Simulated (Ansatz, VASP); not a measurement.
## Ir in VASP and in Ansatz

File POSCAR:

```
Ir
1.0
    0.0000000000      3.1616717743      3.1616717743
    3.1616717743      0.0000000000      3.1616717743
    3.1616717743      3.1616717743      0.0000000000
Ir
2
Direct
    0.5000000000      0.5000000000      0.5000000000
    0.7500000000      0.7500000000      0.7500000000
```

The input INCAR.step1:

```
SYSTEM = Ir
PREC     = Accurate       ! precision mode
ENCUT    = 600            ! plane-wave cutoff, eV
ISMEAR   = 0              ! smearing method
SIGMA    = 0.1            ! smearing width, eV
LREAL    = .False.        ! projectors in reciprocal space
LASPH    = .True.         ! aspherical terms in the spheres
NELM     = 80             ! most SCF steps
GGA      = PE             ! functional
ALGO     = Normal         ! electronic algorithm
EDIFF    = 1E-4           ! SCF threshold, eV
LWAVE    = .True.         ! write WAVECAR
LCHARG   = .False.        ! write CHGCAR
```

INCAR.step2

```
SYSTEM = Ir
PREC     = Accurate       ! precision mode
ENCUT    = 600            ! plane-wave cutoff, eV
EDIFF    = 1E-6           ! SCF threshold, eV
ISMEAR   = 0              ! smearing method
SIGMA    = 0.1            ! smearing width, eV
LREAL    = .False.        ! projectors in reciprocal space
LASPH    = .True.         ! aspherical terms in the spheres
NELM     = 80             ! most SCF steps
ALGO     = Normal         ! electronic algorithm
ISIF     = 3              ! what is computed and relaxed
LWAVE    = .False.        ! write WAVECAR
LCHARG   = .False.        ! write CHGCAR
METAGGA  = R2SCAN         ! meta-GGA
LMIXTAU  = .True.       
IBRION   = 2              ! ionic algorithm
NSW      = 80             ! ionic steps
EDIFFG   = -0.05          ! ionic threshold
ISTART   = 1
```

KPOINTS

```
regular mesh
0
Gamma
  6 6 6
  0 0 0
```

Input for Ansatz:

```yaml
crystal:
  lattice:
    - [0.0, 3.1616717743, 3.1616717743]
    - [3.1616717743, 0.0, 3.1616717743]
    - [3.1616717743, 3.1616717743, 0.0]
  atoms:
    - { symbol: Ir, position: [0.5, 0.5, 0.5] }
    - { symbol: Ir, position: [0.75, 0.75, 0.75] }
basis:
  ecutwfc: 500
kpoints:
  mp_grid: { grid: [6, 6, 6] }
hamiltonian:
  xc: r2scan
scf:
  occupations: { method: gaussian, width: 0.1 }
output:
  forces: true
  stress: true
  eigenvalues: true
relax:
  adjacent_minimum: "off"
  f_tol: 0.05
  max_steps: 60
  cell: { stress_tol: 0.5 }
```

Alike in both runs: task relaxation of cell and atoms; functional r2SCAN; k mesh 6 × 6 × 6; occupations gaussian, width 0.1 eV; no spin polarisation.

```csv
,VASP,Ansatz
version,VASP 6.6.1,Ansatz 0.2.0
potentials or method,"VASP PAW PBE potentials, release 64 (Ir), cutoff 600 eV","scalar-relativistic, plane waves, PAW"
valence electrons in the cell,18,34
```

|  | VASP | Ansatz | Ansatz less VASP |
| --- | --- | --- | --- |
| gap on the k mesh at the Fermi level, each at its own relaxed structure (eV) | none | none | - |
| relaxed volume (Å³/atom) | 21.22 | 21.14 | -0.077 |
| relaxed length of the cell vector where the two differ most in proportion (Å) | 3.915 | 3.910 | -0.0048 |

VASP's potentials were made for PBE, not for r2SCAN. A gap of «none» marks a metal or a gap that the smearing closes. VASP's potentials hold 18 valence electrons a cell and Ansatz's 34, so a difference there can come from the potentials and not from the codes.

Spin-orbit coupling is off throughout. Noted on VASP's run: the volume moved by over 15 % at a fixed basis, so the end points are rough.
